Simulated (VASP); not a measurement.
# Al (I4/mmm) in VASP: further runs

Runs on Al. Level: PBEsol. Tasks: single point.

Everything below comes from runs of VASP 6.6.1. Logs are shortened: lines on timing, memory, paths and dates and some standing lists are left out, and cuts for length are marked.

**1. The cell of the first run**

The structure is tetragonal, space group I4/mmm (No. 139). The conventional cell has a = 3.182 Å, b = 3.182 Å, c = 3.230 Å, α = 90.00°, β = 90.00°, γ = 90.00°. Al (site symmetry 4/mmm) has 14 Al at 2.77 to 3.23 Å within 3.7 Å.

**2. Single point, PBEsol (strain +0.000 along x and y, +0.015 along z)**

File INCAR:

```
SYSTEM = Al
PREC = Accurate ; ENCUT = 520
EDIFF = 1E-6 ; ISMEAR = 0
SIGMA = 0.15 ; LREAL = .False.
LASPH = .True. ; NELM = 100
ALGO = Normal ; ISIF = 2
LWAVE = .False. ; LCHARG = .True.
GGA = PS ; LELF = .True.
LVHAR = .True. ; NBANDS = 8
```

File KPOINTS:

```
regular mesh
0
Gamma
  20 20 20
  0 0 0
```

File POSCAR:

```
Al
1.0
   -1.5912186900      1.5912186900      1.6150869704
    1.5912186900     -1.5912186900      1.6150869704
    1.5912186900      1.5912186900     -1.6150869704
Al
1
Direct
    0.0000000000      0.0000000000      0.0000000000
```

Potentials or basis: VASP PAW PBE potentials, release 64 (Al).

Command:

```
$ cat potpaw_PBE.64/Al/POTCAR > POTCAR
$ mpirun -np 1 vasp_std > vasp.out
```

OUTCAR:

```text
SYSTEM = Al
   PREC = Accurate
   ENCUT = 520
   EDIFF = 1E-6
   ISMEAR = 0
   LREAL = .False.
   LASPH = .True.
   NELM = 100
   ISIF = 2
   GGA = PS

 ion  position               nearest neighbor table
   1  0.000  0.000  0.000-

  LATTYP: Found a body centered tetragonal cell.
 ALAT       =     3.1824373800
 C/A-ratio  =     1.0150000000

  Lattice vectors:

 A1 = (  -1.5912186900,   1.5912186900,   1.6150869704)
 A2 = (   1.5912186900,  -1.5912186900,   1.6150869704)
 A3 = (   1.5912186900,   1.5912186900,  -1.6150869704)

Analysis of symmetry for initial positions (statically):
=====================================================================
 Subroutine PRICEL returns:
 Original cell was already a primitive cell.

 Routine SETGRP: Setting up the symmetry group for a
 body centered tetragonal supercell.

 Subroutine GETGRP returns: Found 16 space group operations
 (whereof 16 operations were pure point group operations)
 out of a pool of 16 trial point group operations.

The static configuration has the point symmetry D_4h.

Analysis of symmetry for dynamics (positions and initial velocities):
=====================================================================
 Subroutine PRICEL returns:
 Original cell was already a primitive cell.

 Routine SETGRP: Setting up the symmetry group for a
 body centered tetragonal supercell.

 Subroutine GETGRP returns: Found 16 space group operations
 (whereof 16 operations were pure point group operations)
 out of a pool of 16 trial point group operations.

The dynamic configuration has the point symmetry D_4h.

 Subroutine INISYM returns: Found 16 space group operations
 (whereof 16 operations are pure point group operations),
 and found     1 'primitive' translations

----------------------------------------------------------------------------------------

                                     Primitive cell

  volume of cell :      16.3575

  direct lattice vectors                    reciprocal lattice vectors
    -1.591218690  1.591218690  1.615086970     0.000000000  0.314224565  0.309580852
     1.591218690 -1.591218690  1.615086970     0.314224565  0.000000000  0.309580852
     1.591218690  1.591218690 -1.615086970     0.314224565  0.314224565  0.000000000

  length of vectors
     2.769920533  2.769920533  2.769920533     0.441109262  0.441109262  0.444380641

  position of ions in fractional coordinates (direct lattice)
     0.000000000  0.000000000  0.000000000

  ion indices of the primitive-cell ions
   primitive index   ion index
                 1           1

----------------------------------------------------------------------------------------

 KPOINTS: regular mesh

Automatic generation of k-mesh.
 Grid dimensions read from file:
 generate k-points for:   20   20   20

 Generating k-lattice:

  Cartesian coordinates                     Fractional coordinates (reciprocal lattice)
     0.000000000  0.015711228  0.015479043     0.050000000  0.000000000  0.000000000
     0.015711228  0.000000000  0.015479043     0.000000000  0.050000000  0.000000000
     0.015711228  0.015711228  0.000000000     0.000000000  0.000000000  0.050000000

  Length of vectors
     0.022055463  0.022055463  0.022219032

  Shift w.r.t. Gamma in fractional coordinates (k-lattice)
     0.000000000  0.000000000  0.000000000

 Subroutine IBZKPT returns following result:
 ===========================================

 Found    641 irreducible k-points:

 Following reciprocal coordinates:
            Coordinates               Weight
  0.000000  0.000000  0.000000      1.000000
  0.050000  0.000000 -0.000000      8.000000
  0.100000  0.000000 -0.000000      8.000000
  0.150000  0.000000  0.000000      8.000000
  0.200000  0.000000 -0.000000      8.000000
  0.250000  0.000000 -0.000000      8.000000
[... 16 lines left out ...]
 -0.400000  0.050000  0.000000     16.000000
 -0.350000  0.050000  0.000000     16.000000
 [... further k-points ...]
   k-points           NKPTS =    641   k-points in BZ     NKDIM =    641   number of bands    NBANDS=      8
   number of dos      NEDOS =    301   number of ions     NIONS =      1
   total plane-waves  NPLWV =  13824
   dimension x,y,z NGX =    24 NGY =   24 NGZ =   24
   dimension x,y,z NGXF=    48 NGYF=   48 NGZF=   48
   ions per type =               1
   NGX,Y,Z   is equivalent  to a cutoff of  14.40, 14.40, 14.40 a.u.
   NGXF,Y,Z  is equivalent  to a cutoff of  28.81, 28.81, 28.81 a.u.
 SYSTEM =  Al
   PREC   = accura    normal or accurate (medium, high low for compatibility)
   ISTART =      0    job   : 0-new  1-cont  2-samecut
   ICHARG =      2    charge: 1-file 2-atom 10-const
   ISPIN  =      1    spin polarized calculation?
   LNONCOLLINEAR =      F non collinear calculations
   LSORBIT =      F    spin-orbit coupling
   LASPH  =      T    aspherical Exc in radial PAW
   ENCUT  =  520.0 eV  38.22 Ry    6.18 a.u.   5.15  5.15  5.15*2*pi/ulx,y,z
   NELM   =    100;   NELMIN=  2; NELMDL= -5     # of ELM steps
   EDIFF  = 0.1E-05   stopping-criterion for ELM
   LREAL  =      F    real-space projection
   EDIFFG = 0.1E-04   stopping-criterion for IOM
   NSW    =      0    number of steps for IOM
   IBRION =     -1    ionic relax: 0-MD 1-quasi-New 2-CG
   NFREE  =      0    steps in history (QN), initial steepest desc. (CG)
   ISIF   =      2    stress and relaxation
   ISYM   =      2    0-nonsym 1-usesym 2-fastsym
   POTIM  = 0.5000    time-step for ionic-motion
   TEBEG  =    0.0;   TEEND  =   0.0 temperature during run
   PSTRESS=    0.0 pullay stress
   NELECT =       3.0000    total number of electrons
   NUPDOWN=      -1.0000    fix difference up-down
   EMIN   =  10.00;   EMAX   =-10.00  energy-range for DOS
   EFERMI =   0.00;   METHOD = LEGACY
   ISMEAR =     0;   SIGMA  =   0.15  broadening in eV -4-tet -1-fermi 0-gaus
   EFERMI_NEDOS =   21; number of points for ismear=-14 and -15
   IALGO  =     38    algorithm
   IMIX   =      4    mixing-type and parameters
     AMIX     =   0.40;   BMIX     =  1.00
     AMIX_MAG =   1.60;   BMIX_MAG =  1.00
  volume/ion in A,a.u.               =      16.36       110.39
  Fermi-wavevector in a.u.,A,eV,Ry     =   0.930129  1.757690 11.770954  0.865141
  Thomas-Fermi vector in A             =   2.056485
   LORBIT       =      0    0 simple, 1 ext, 2 COOP (PROOUT), +10 PAW based schemes
   GGA     = PS    functional components
   LHFCALC =     F    Hartree Fock is set to
   AEXX    =    0.0000 exact exchange contribution
   IVDW    =     0    specifies the selected vdW correction
   LEPSILON=     F    determine dielectric tensor
   LRPA    =     F    only Hartree local field effects (RPA)
 non-spin polarized calculation
 Gauss-broadening in eV      SIGMA  =   0.15
  energy-cutoff  :      520.00
  volume of cell :       16.36
 maximum number of plane-waves:       466
 NGX is ok and might be reduce to    24
   NGX = 11   NGY = 11   NGZ = 11

 number of electron       3.0000000 magnetization

 Free energy of the ion-electron system (eV)
  ---------------------------------------------------
  ext. energy  EPLUGINS =         0.00000000
  ---------------------------------------------------
  free energy    TOTEN  =        -3.99520209 eV

  energy without entropy =       -3.99023260  energy(sigma->0) =       -3.99271735

 E-fermi :   8.0453     XC(G=0): -10.2923

 val. band max:        8.0389872361   @ k =  -0.4500   0.1000   0.0500
 cond. band min:       8.0611807711   @ k =  -0.2000  -0.4000   0.2000
 fundamental gap:      0.0221935350
 Fermi energy:         8.0452754357

 k-point     1 :       0.0000    0.0000    0.0000
  band No.  band energies     occupation
      1      -3.1448      2.00000
      2      21.2242      0.00000
      3      21.2242      0.00000
      4      21.5704      0.00000
      5      22.7482      0.00000
      6      22.8892      0.00000
      7      22.8892      0.00000
      8      24.1810      0.00000

 k-point     2 :       0.0500    0.0000   -0.0000
  band No.  band energies     occupation
      1      -3.0728      2.00000
      2      20.2606      0.00000
      3      20.7475      0.00000
      4      21.1685      0.00000
      5      22.5229      0.00000
      6      23.2184      0.00000
      7      23.5840      0.00000
      8      23.6413      0.00000

 k-point     3 :       0.1000    0.0000   -0.0000
  band No.  band energies     occupation
      1      -2.8569      2.00000
      2      18.4015      0.00000
      3      19.8958      0.00000
      4      20.4392      0.00000
      5      21.8483      0.00000
      6      22.8763      0.00000
      7      23.7851      0.00000
      8      24.5043      0.00000

 k-point     4 :       0.1500    0.0000    0.0000
  band No.  band energies     occupation
      1      -2.4980      2.00000
      2      16.3400      0.00000
      3      19.0769      0.00000
      4      19.6169      0.00000
      5      21.0803      0.00000
      6      22.1957      0.00000
      7      24.3596      0.00000
      8      24.7366      0.00000

 k-point     5 :       0.2000    0.0000   -0.0000
  band No.  band energies     occupation
      1      -1.9969      2.00000
      2      14.2782      0.00000
      3      18.3533      0.00000
      4      18.8249      0.00000
      5      20.3493      0.00000
      6      21.5730      0.00000
      7      24.9510      0.00000
      8      25.1513      0.00000
[... 177 lines left out ...]
 k-point    22 :      -0.4500    0.0500    0.0000
  band No.  band energies     occupation
      1       2.0244      2.00000
      2       6.1563      2.00000
      3      15.3739      0.00000
      4      16.5937      0.00000
      5      18.8547      0.00000
      6      20.4172      0.00000
      7      27.1588      0.00000
      8      29.6022      0.00000

 k-point    23 :      -0.4000    0.0500    0.0000
  band No.  band energies     occupation
      1       0.9103      2.00000
      2       7.7719      1.99005
      3      15.6451      0.00000
      4      16.8175      0.00000
      5      19.1192      0.00000
      6      20.6222      0.00000
      7      26.3060      0.00000
      8      28.8753      0.00000

 k-point    24 :      -0.3500    0.0500    0.0000
  band No.  band energies     occupation
      1      -0.0737      2.00000
      2       9.5068      0.00000
      3      16.0406      0.00000
      4      17.1622      0.00000
      5      19.5057      0.00000
      6      20.9260      0.00000
      7      25.5309      0.00000
      8      28.0012      0.00000

 [... further k-points ...]

------------------------ aborting loop because EDIFF is reached ----------------------------------------

  FORCE on cell =-STRESS in cart. coord.  units (eV):
  Direction    XX          YY          ZZ          XY          YZ          ZX
  --------------------------------------------------------------------------------------
  -------------------------------------------------------------------------------------
  Total        0.0838129      0.0838129      0.1585690      0.0000000     -0.0000000      0.0000000
  in kB        8.2092970      8.2092970     15.5314932      0.0000000     -0.0000000      0.0000000
  external PRESSURE =      10.6500291 kB  Pullay stress =       0.0000000 kB

 VOLUME and BASIS-vectors are now :
 -----------------------------------------------------------------------------
  energy-cutoff  :      520.00
  volume of cell :       16.36
      direct lattice vectors                 reciprocal lattice vectors
    -1.591218690  1.591218690  1.615086970     0.000000000  0.314224565  0.309580852
     1.591218690 -1.591218690  1.615086970     0.314224565  0.000000000  0.309580852
     1.591218690  1.591218690 -1.615086970     0.314224565  0.314224565  0.000000000

 POSITION                                       TOTAL-FORCE (eV/Angst)
 -----------------------------------------------------------------------------------
      0.00000      0.00000      0.00000         0.000000     -0.000000     -0.000000
 -----------------------------------------------------------------------------------
    total drift:                                0.000000      0.000000      0.000000

  FREE ENERGIE OF THE ION-ELECTRON SYSTEM (eV)
  ---------------------------------------------------
  free  energy   TOTEN  =        -3.9952020883 eV

  energy  without entropy=       -3.9902326039  energy(sigma->0) =       -3.99271735
```

It took 36 s on 1 thread of Intel Xeon 8259CL, shared host; peak memory 0.19 GiB.

Results:

* Free energy: -3.9952 eV
* Pressure: 1.1 GPa
* Band gap on the k mesh: zero (an odd number of electrons rules out a gap without spin polarisation)

Stress tensor (GPa, compression positive):
```
0.82 0.00 0.00
0.00 0.82 0.00
0.00 0.00 1.55
```

Caveat: the cell differs from its parent crystal (strain +0.000 along x and y, +0.015 along z); the PAW data sets were made with another functional, which shifts forces and pressure a little.

**3. Single point, PBEsol (strain +0.015 along x and y, -0.015 along z)**

File INCAR:

```
SYSTEM = Al
PREC = Accurate
ENCUT = 520
EDIFF = 1E-7
ISMEAR = 0
SIGMA = 0.15
LREAL = .False.
LASPH = .True.
NELM = 80
ALGO = Normal
ISIF = 2
LWAVE = .False.
LCHARG = .False.
GGA = PS
NBANDS = 8
```

File KPOINTS:

```
Automatic mesh
0
Gamma
  20 20 20
  0 0 0
```

File POSCAR:

```
Al
1.0
   -1.6150869704      1.6150869704      1.5673504096
    1.6150869704     -1.6150869704      1.5673504096
    1.6150869704      1.6150869704     -1.5673504096
Al
1
Direct
    0.0000000000      0.0000000000      0.0000000000
```

Potentials or basis: VASP PAW PBE potentials, release 64 (Al).

Command:

```
$ cat potpaw_PBE.64/Al/POTCAR > POTCAR
$ mpirun -np 1 vasp_std > vasp.out
```

It took 43 s on 1 thread of Intel Xeon 8259CL, shared host; peak memory 0.19 GiB.

It converged, with:

```yaml
Free_energy: -3.9961 eV
Pressure: 1.0 GPa
Band_gap_on_the_k_mesh: zero (an odd number of electrons rules out a gap without spin polarisation)
```

Stress tensor (GPa, compression positive):
```
1.43 0.00 0.00
0.00 1.43 0.00
0.00 0.00 0.24
```

Levels at points of the mesh, in eV from the Fermi level:
| k point | band 1 | band 2 | band 3 | band 4 | band 5 | band 6 |
| --- | --- | --- | --- | --- | --- | --- |
| (0.00, 0.00, 0.00) | -11.19 | 12.83 | 13.55 | 13.55 | 14.66 | 14.66 |
| (0.50, 0.00, 0.00) | -4.30 | -3.77 | 8.04 | 8.07 | 9.79 | 11.38 |
| (0.50, 0.50, 0.00) | -4.45 | -4.05 | 8.62 | 8.71 | 10.53 | 11.70 |
| (0.50, 0.50, 0.50) | 1.61 | 1.61 | 2.45 | 2.80 | 3.05 | 5.78 |

Caveat: the cell differs from its parent crystal (strain +0.015 along x and y, -0.015 along z); the PAW data sets were made with another functional, which shifts forces and pressure a little.

**4. Single point, PBEsol (strain +0.015 along x and y, +0.000 along z)**

File INCAR:

```
SYSTEM = Al
PREC     = Accurate       ! precision mode
ENCUT    = 520            ! plane-wave cutoff, eV
EDIFF    = 1E-6           ! SCF threshold, eV
ISMEAR   = 0              ! smearing method
SIGMA    = 0.15           ! smearing width, eV
LREAL    = .FALSE.        ! projectors in reciprocal space
LASPH    = .TRUE.         ! aspherical terms in the spheres
NELM     = 100            ! most SCF steps
ALGO     = Fast           ! electronic algorithm
ISIF     = 2              ! what is computed and relaxed
LWAVE    = .FALSE.        ! write WAVECAR
LCHARG   = .FALSE.        ! write CHGCAR
GGA      = PS             ! functional
NBANDS   = 8              ! bands
```

File KPOINTS:

```
Automatic mesh
0
G
  20 20 20
  0 0 0
```

File POSCAR:

```
Al
1.0
   -1.6150869704      1.6150869704      1.5912186900
    1.6150869704     -1.6150869704      1.5912186900
    1.6150869704      1.6150869704     -1.5912186900
Al
1
Direct
    0.0000000000      0.0000000000      0.0000000000
```

Command:

```
$ cat potpaw_PBE.64/Al/POTCAR > POTCAR
$ mpirun -np 1 vasp_std > vasp.out
```

Run time: 46 s. Hardware: 1 thread of Intel Xeon 8259CL, shared host; peak memory 0.19 GiB.

The run converged. Its results:

| Item | Value |
| --- | --- |
| Free energy | -3.9959 eV |
| Pressure | -0.1 GPa |
| Band gap on the k mesh | zero (an odd number of electrons rules out a gap without spin polarisation) |

Stress tensor (GPa, compression positive):
```
 0.14  0.00  0.00
 0.00  0.14  0.00
 0.00  0.00 -0.43
```

Levels at points of the mesh, in eV from the Fermi level:
```csv
k point,band 1,band 2,band 3,band 4,band 5,band 6
"(0.00, 0.00, 0.00)",-11.08,12.97,13.32,13.32,14.53,14.53
"(0.50, 0.00, 0.00)",-4.27,-3.81,8.01,8.14,9.80,11.30
"(0.50, 0.50, 0.00)",-4.34,-3.94,8.30,8.45,10.16,11.46
"(0.50, 0.50, 0.50)",1.72,1.72,2.13,2.90,3.04,5.54
```

Caveat: the cell differs from its parent crystal (strain +0.015 along x and y, +0.000 along z); the PAW data sets were made with another functional, which shifts forces and pressure a little.

**5. Single point, PBEsol (strain +0.030 along x and y, -0.015 along z)**

File INCAR:

```
SYSTEM = Al
ALGO = Normal
EDIFF = 1E-7
ENCUT = 520
GGA = PS
ISIF = 2
ISMEAR = 0
LASPH = .TRUE.
LCHARG = .TRUE.
LELF = .TRUE.
LREAL = .FALSE.
LVHAR = .TRUE.
LWAVE = .FALSE.
NBANDS = 8
NELM = 60
PREC = Accurate
SIGMA = 0.15
```

File KPOINTS:

```
k-points
0
G
  20 20 20
  0 0 0
```

File POSCAR:

```
Al
1.0
   -1.6389552507      1.6389552507      1.5673504096
    1.6389552507     -1.6389552507      1.5673504096
    1.6389552507      1.6389552507     -1.5673504096
Al
1
Direct
    0.0000000000      0.0000000000      0.0000000000
```

Command:

```
$ cat potpaw_PBE.64/Al/POTCAR > POTCAR
$ mpirun -np 1 vasp_std > vasp.out
```

Wall time 78 s (1 thread of Intel Xeon 8259CL, shared host); peak memory 0.19 GiB.

The run converged. Its results:

| Item | Value |
| --- | --- |
| Free energy | -3.9973 eV |
| Pressure | -1.1 GPa |
| Band gap on the k mesh | zero (an odd number of electrons rules out a gap without spin polarisation) |

Stress tensor (GPa, compression positive):
```
-0.58  0.00  0.00
 0.00 -0.58  0.00
 0.00  0.00 -2.23
```

Levels at points of the mesh, in eV from the Fermi level:
```
           k point  band 1  band 2  band 3  band 4
(0.00, 0.00, 0.00)  -10.98   12.45   13.50   13.50
(0.50, 0.00, 0.00)   -4.17   -3.69    7.74    7.92
(0.50, 0.50, 0.00)   -4.38   -4.11    8.59    8.85
(0.50, 0.50, 0.50)    1.44    1.44    2.67    2.77
```

Caveat: the cell differs from its parent crystal (strain +0.030 along x and y, -0.015 along z); the PAW data sets were made with another functional, which shifts forces and pressure a little.

**6. Overview**

```csv
cell,gap on the mesh (eV),pressure (GPa)
"a = 2.770 Å, angles 109.9, 109.9, 108.7°, 1 atom",none,1.1
"a = 2.770 Å, angles 108.7, 108.7, 111.1°, 1 atom",none,1.0
"a = 2.784 Å, angles 109.1, 109.1, 110.3°, 1 atom",none,-0.1
"a = 2.798 Å, angles 108.3, 108.3, 111.9°, 1 atom",none,-1.1
```

Alike in all rows: task single point; level PBEsol; potentials or basis VASP PAW PBE potentials, release 64 (Al); no spin polarisation; k mesh 20 × 20 × 20; cutoff (eV) 520; smearing gaussian 0.15 eV.

Caveats: the PAW data sets were made with another functional, which shifts forces and pressure a little.

Absolute energies hang on the potentials; compare differences alone.

The gap in the log of VASP goes by the Fermi energy; the results here count the filled bands.